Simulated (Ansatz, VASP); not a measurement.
**Two plane-wave programs on SnSe**

The input INCAR:

```
PREC = Accurate ; ENCUT = 500
EDIFF = 1E-6 ; ISMEAR = 0
SIGMA = 0.05 ; LREAL = F
LASPH = T ; NELM = 120
ALGO = Normal ; ISIF = 2
LWAVE = F ; LCHARG = F
NBANDS = 28 ; GGA_COMPAT = F
```

The input KPOINTS:

```
regular mesh
0
Gamma
  6 6 4
```

The input POSCAR:

```
SnSe
1.0
    4.1898989379      0.0000000000      0.0000000000
    0.0000000000      4.1898989379      0.0000000000
    0.0000000000      0.0000000000     10.9796229414
Sn Se
2 2
Direct
    0.5000000000      0.0000000000      0.3645016625
    0.0000000000      0.5000000000      0.6218366662
    0.5000000000      0.0000000000      0.6217782129
    0.0000000000      0.5000000000      0.3782217871
```

Input for Ansatz:

```yaml
crystal:
  lattice:
    - [4.1898989379, 0.0, 0.0]
    - [0.0, 4.1898989379, 0.0]
    - [0.0, 0.0, 10.9796229414]
  atoms:
    - { symbol: Sn, position: [0.5, 0.0, 0.3645016625] }
    - { symbol: Sn, position: [0.0, 0.5, 0.6218366662] }
    - { symbol: Se, position: [0.5, 0.0, 0.6217782129] }
    - { symbol: Se, position: [0.0, 0.5, 0.3782217871] }
basis:
  ecutwfc: 420
kpoints:
  mp_grid: { grid: [6, 6, 4] }
hamiltonian:
  xc: lda
scf:
  occupations: { method: gaussian, width: 0.05 }
output:
  forces: true
  stress: true
  eigenvalues: true
```

Alike in both runs: task single point; functional LDA; k mesh 6 × 6 × 4; occupations gaussian, width 0.05 eV; no spin polarisation.

```csv
,VASP,Ansatz
version,VASP 6.6.1,Ansatz 0.2.0
potentials or method,"VASP PAW LDA potentials, release 64 (Sn_d, Se), cutoff 500 eV","scalar-relativistic, plane waves, PAW"
valence electrons in the cell,40,60
```

VASP gave:

```
gap on the k mesh at the Fermi level (eV) : 1.14
least direct gap on the mesh (eV)         : 1.28
rms of the force components (eV/Å)        : 0.269
```

Question: Estimate Ansatz's values.

Answer: gap on the k mesh at the Fermi level (eV): 1.15; least direct gap on the mesh (eV): 1.28; rms of the force components (eV/Å): 0.274.

LDA's correlation is that of Perdew and Zunger in VASP and of Perdew and Wang (1992) in Ansatz. Atom by atom the forces differ by 0.011 eV/Å (rms over components). VASP's potentials hold 40 valence electrons a cell and Ansatz's 60, so a difference there can come from the potentials and not from the codes.
